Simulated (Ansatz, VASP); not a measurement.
## C in VASP and in Ansatz

File POSCAR:

```
C
1.0
    2.5388031358      0.0000000000      0.0000000000
   -1.2694015679      2.1986680108      0.0000000000
    0.0000000000      0.0000000000      8.2916519209
C
8
Direct
    0.6666666667      0.3333333333      0.8437500000
    0.3333333333      0.6666666667      0.3437500000
    0.6666666667      0.3333333333      0.6562500000
    0.3333333333      0.6666666667      0.1562500000
    0.0000000000      0.0000000000      0.9062500000
    0.0000000000      0.0000000000      0.4062500000
    0.0000000000      0.0000000000      0.5937500000
    0.0000000000      0.0000000000      0.0937500000
```

INCAR.step1

```
PREC = Accurate
ENCUT = 520
ISMEAR = -1
SIGMA = 0.05
LREAL = F
LASPH = T
NELM = 100
NBANDS = 26
GGA = PE
ALGO = Normal
EDIFF = 1E-4
LWAVE = T
LCHARG = F
```

Contents of INCAR.step2:

```
PREC = Accurate
ENCUT = 520
EDIFF = 1E-6
ISMEAR = -1
SIGMA = 0.05
LREAL = F
LASPH = T
NELM = 100
ALGO = Normal
ISIF = 2
LWAVE = F
LCHARG = F
METAGGA = R2SCAN
LMIXTAU = T
LUSE_VDW = T
IVDW_NL = 2
BPARAM = 11.95
CPARAM = 0.0093
NBANDS = 26
ISTART = 1
```

The input KPOINTS:

```
Automatic mesh
0
Gamma
  12 12 4
```

input.yaml

```yaml
crystal:
  lattice:
    - [2.5388031358, 0.0, 0.0]
    - [-1.2694015679, 2.1986680108, 0.0]
    - [0.0, 0.0, 8.2916519209]
  atoms:
    - { symbol: C, position: [0.6666666667, 0.3333333333, 0.84375] }
    - { symbol: C, position: [0.3333333333, 0.6666666667, 0.34375] }
    - { symbol: C, position: [0.6666666667, 0.3333333333, 0.65625] }
    - { symbol: C, position: [0.3333333333, 0.6666666667, 0.15625] }
    - { symbol: C, position: [0.0, 0.0, 0.90625] }
    - { symbol: C, position: [0.0, 0.0, 0.40625] }
    - { symbol: C, position: [0.0, 0.0, 0.59375] }
    - { symbol: C, position: [0.0, 0.0, 0.09375] }
hamiltonian:
  xc: r2scan
  pseudopotentials: { kind: paw }
  dispersion: rvv10
kpoints:
  mp_grid: { grid: [12, 12, 4] }
scf:
  occupations: { method: fermi_dirac, width: 0.05 }
output:
  forces: true
  stress: true
  eigenvalues: true
```

Alike in both runs: task single point; functional r2SCAN; dispersion rVV10; k mesh 12 × 12 × 4; occupations fermi-dirac, width 0.05 eV; no spin polarisation.

|  | VASP | Ansatz |
| --- | --- | --- |
| version | VASP 6.6.1 | Ansatz 0.2.0 |
| potentials or method | VASP PAW PBE potentials, release 64 (C) | Ansatz PAW |
| plane-wave cutoff (eV) | 520 | 500 |
| valence electrons in the cell | 32 | 32 |

|  | VASP | Ansatz | Ansatz less VASP |
| --- | --- | --- | --- |
| gap on the k mesh at the Fermi level (eV) | 4.53 | 4.56 | +0.023 |
| least direct gap on the mesh (eV) | 5.35 | 5.40 | +0.043 |
| pressure (GPa) | -10.3 | -11.3 | -1.03 |
| traceless stress, the component that is largest in VASP (GPa) | 8.38 | 8.35 | -0.029 |
| rms of the force components (eV/Å) | 0.194 | 0.193 | -0.0009 |

VASP's potentials were made for PBE, not for r2SCAN. Atom by atom the forces differ by 0.001 eV/Å (rms over components).
